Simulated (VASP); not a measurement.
# BN in VASP: a series of runs

Runs on BN. Level: PBE. Tasks: single point.

Everything below comes from runs of VASP 6.6.1. Logs are shortened: lines on timing, memory, paths and dates and some standing lists are left out, and cuts for length are marked.

## Step 1: The cell of the first run

Symmetry: P6_3/mmc, No. 194, hexagonal system. Conventional cell: a = 2.498 Å, b = 2.498 Å, c = 6.636 Å, α = 90.00°, β = 90.00°, γ = 120.00°. B (site symmetry -6m2) has 3 N at 1.44 Å within 1.9 Å. Within 1.9 Å of N (site symmetry -6m2) lie 3 B at 1.44 Å.

## Step 2: Single point, PBE

INCAR reads:

```
ALGO = Normal
EDIFF = 1E-6
ENCUT = 520
GGA = PE
ISIF = 2
ISMEAR = 0
LASPH = T
LCHARG = F
LREAL = F
LWAVE = F
NBANDS = 16
NELM = 100
PREC = Accurate
SIGMA = 0.01
```

KPOINTS reads:

```
k-points
0
Gamma
  8 8 3
```

POSCAR reads:

```
BN
1.0
    2.4982400000      0.0000000000      0.0000000000
   -1.2491200000      2.1635390000      0.0000000000
    0.0000000000      0.0000000000      6.6357000000
B N
2 2
Direct
    0.3333333333      0.6666666667      0.2500000000
    0.6666666667      0.3333333333      0.7500000000
    0.3333333333      0.6666666667      0.7500000000
    0.6666666667      0.3333333333      0.2500000000
```

Potentials or basis: VASP PAW PBE potentials, release 64 (B, N).

On the command line:

```console
$ cat potpaw_PBE.64/B/POTCAR potpaw_PBE.64/N/POTCAR > POTCAR
$ mpirun -np 1 vasp_std > vasp.out
```

OUTCAR:

```text
EDIFF = 1E-6
   ENCUT = 520
   GGA = PE
   ISIF = 2
   ISMEAR = 0
   LASPH = T
   LREAL = F
   NELM = 100
   PREC = Accurate

 ion  position               nearest neighbor table
   1  0.333  0.667  0.250-   4 1.44   4 1.44   4 1.44
   2  0.667  0.333  0.750-   3 1.44   3 1.44   3 1.44
   3  0.333  0.667  0.750-   2 1.44   2 1.44   2 1.44
   4  0.667  0.333  0.250-   1 1.44   1 1.44   1 1.44

  LATTYP: Found a hexagonal cell.
 ALAT       =     2.4982400000
 C/A-ratio  =     2.6561499296

  Lattice vectors:

 A1 = (   2.4982400000,   0.0000000000,   0.0000000000)
 A2 = (  -1.2491200000,   2.1635390000,   0.0000000000)
 A3 = (   0.0000000000,   0.0000000000,   6.6357000000)

Analysis of symmetry for initial positions (statically):
=====================================================================
 Subroutine PRICEL returns:
 Original cell was already a primitive cell.

 Routine SETGRP: Setting up the symmetry group for a
 hexagonal supercell.

 Subroutine GETGRP returns: Found 24 space group operations
 (whereof 12 operations were pure point group operations)
 out of a pool of 24 trial point group operations.

The static configuration has the point symmetry D_3d.
 The point group associated with its full space group is D_6h.

Analysis of symmetry for dynamics (positions and initial velocities):
=====================================================================
 Subroutine PRICEL returns:
 Original cell was already a primitive cell.

 Routine SETGRP: Setting up the symmetry group for a
 hexagonal supercell.

 Subroutine GETGRP returns: Found 24 space group operations
 (whereof 12 operations were pure point group operations)
 out of a pool of 24 trial point group operations.

The dynamic configuration has the point symmetry D_3d.
 The point group associated with its full space group is D_6h.

 Subroutine INISYM returns: Found 24 space group operations
 (whereof 12 operations are pure point group operations),
 and found     1 'primitive' translations

----------------------------------------------------------------------------------------

                                     Primitive cell

[... 86 lines left out ...]
   LASPH  =      T    aspherical Exc in radial PAW
   ENCUT  =  520.0 eV  38.22 Ry    6.18 a.u.   4.65  4.65 12.34*2*pi/ulx,y,z
   NELM   =    100;   NELMIN=  2; NELMDL= -5     # of ELM steps
   EDIFF  = 0.1E-05   stopping-criterion for ELM
   LREAL  =      F    real-space projection
   EDIFFG = 0.1E-04   stopping-criterion for IOM
   NSW    =      0    number of steps for IOM
   IBRION =     -1    ionic relax: 0-MD 1-quasi-New 2-CG
   NFREE  =      0    steps in history (QN), initial steepest desc. (CG)
   ISIF   =      2    stress and relaxation
   ISYM   =      2    0-nonsym 1-usesym 2-fastsym
   POTIM  = 0.5000    time-step for ionic-motion
   TEBEG  =    0.0;   TEEND  =   0.0 temperature during run
   PSTRESS=    0.0 pullay stress
   NELECT =      16.0000    total number of electrons
   NUPDOWN=      -1.0000    fix difference up-down
   EMIN   =  10.00;   EMAX   =-10.00  energy-range for DOS
   EFERMI =   0.00;   METHOD = LEGACY
   ISMEAR =     0;   SIGMA  =   0.01  broadening in eV -4-tet -1-fermi 0-gaus
   EFERMI_NEDOS =   21; number of points for ismear=-14 and -15
   IALGO  =     38    algorithm
   IMIX   =      4    mixing-type and parameters
     AMIX     =   0.40;   BMIX     =  1.00
     AMIX_MAG =   1.60;   BMIX_MAG =  1.00
  volume/ion in A,a.u.               =       8.97        60.51
  Fermi-wavevector in a.u.,A,eV,Ry     =   1.250891  2.363842 21.289435  1.564729
  Thomas-Fermi vector in A             =   2.384864
   LORBIT       =      0    0 simple, 1 ext, 2 COOP (PROOUT), +10 PAW based schemes
   GGA     = PE    functional components
   LHFCALC =     F    Hartree Fock is set to
   AEXX    =    0.0000 exact exchange contribution
   IVDW    =     0    specifies the selected vdW correction
   LEPSILON=     F    determine dielectric tensor
   LRPA    =     F    only Hartree local field effects (RPA)
 non-spin polarized calculation
 Gauss-broadening in eV      SIGMA  =   0.01
  energy-cutoff  :      520.00
  volume of cell :       35.87
 maximum number of plane-waves:       985
 NGX is ok and might be reduce to    20
   NGX =  9   NGY =  9   NGZ = 25

 number of electron      15.9999997 magnetization

 Free energy of the ion-electron system (eV)
  ---------------------------------------------------
  ext. energy  EPLUGINS =         0.00000000
  ---------------------------------------------------
  free energy    TOTEN  =       -35.14674894 eV

  energy without entropy =      -35.14674894  energy(sigma->0) =      -35.14674894

 E-fermi :   2.4156     XC(G=0): -10.0888

 val. band max:        2.3219255488   @ k =   0.3750   0.2500   0.0000
 cond. band min:       6.5950071967   @ k =   0.5000   0.0000   0.0000
 fundamental gap:      4.2730816479
 Fermi energy:         2.4156443893

 k-point     1 :       0.0000    0.0000    0.0000
  band No.  band energies     occupation
      1     -15.5317      2.00000
      2     -15.2364      2.00000
      3      -3.9421      2.00000
      4      -1.8138      2.00000
      5       0.9860      2.00000
      6       0.9860      2.00000
[... 357 lines left out ...]
      3      -5.9324      2.00000
      4      -5.8802      2.00000
      5      -4.2644      2.00000
      6      -4.2329      2.00000
[... 8 lines left out ...]
     15      18.6709      0.00000
     16      19.1875      0.00000

------------------------ aborting loop because EDIFF is reached ----------------------------------------

  FORCE on cell =-STRESS in cart. coord.  units (eV):
  Direction    XX          YY          ZZ          XY          YZ          ZX
  --------------------------------------------------------------------------------------
  -------------------------------------------------------------------------------------
  Total        1.4107160      1.4107156      0.6396583     -0.0000000     -0.0000000      0.0000000
  in kB       63.0179891     63.0179714     28.5741300     -0.0000000     -0.0000000      0.0000000
  external PRESSURE =      51.5366968 kB  Pullay stress =       0.0000000 kB

 VOLUME and BASIS-vectors are now :
 -----------------------------------------------------------------------------
  energy-cutoff  :      520.00
  volume of cell :       35.87
      direct lattice vectors                 reciprocal lattice vectors
     2.498240000  0.000000000  0.000000000     0.400281798  0.231102837  0.000000000
    -1.249120000  2.163539000  0.000000000     0.000000000  0.462205673  0.000000000
     0.000000000  0.000000000  6.635700000     0.000000000  0.000000000  0.150700002

 POSITION                                       TOTAL-FORCE (eV/Angst)
 -----------------------------------------------------------------------------------
     -0.00000      1.44236      1.65892         0.000000      0.000000      0.000000
      1.24912      0.72118      4.97677        -0.000000     -0.000000      0.000000
     -0.00000      1.44236      4.97677        -0.000000     -0.000000      0.000000
      1.24912      0.72118      1.65892         0.000000      0.000000      0.000000
 -----------------------------------------------------------------------------------
    total drift:                                0.000000     -0.000000      0.000000

  FREE ENERGIE OF THE ION-ELECTRON SYSTEM (eV)
  ---------------------------------------------------
  free  energy   TOTEN  =       -35.1467489393 eV

  energy  without entropy=      -35.1467489393  energy(sigma->0) =      -35.14674894
```

Run time: 19 s. Hardware: 1 thread of AMD EPYC 7R13, shared host; peak memory 0.11 GiB.

Results:

| Quantity | Value |
| --- | --- |
| Free energy | -35.1467 eV |
| Pressure | 5.2 GPa |
| Band gap on the k mesh | 4.27 eV, indirect (least direct gap 4.69 eV) |

Stress tensor (GPa, compression positive):
```
6.30 0.00 0.00
0.00 6.30 0.00
0.00 0.00 2.86
```

Caveat: this functional lacks dispersion, which binds the layers, so the pressure and a relaxed spacing across them are unreliable.

[end of part 1 of 2]
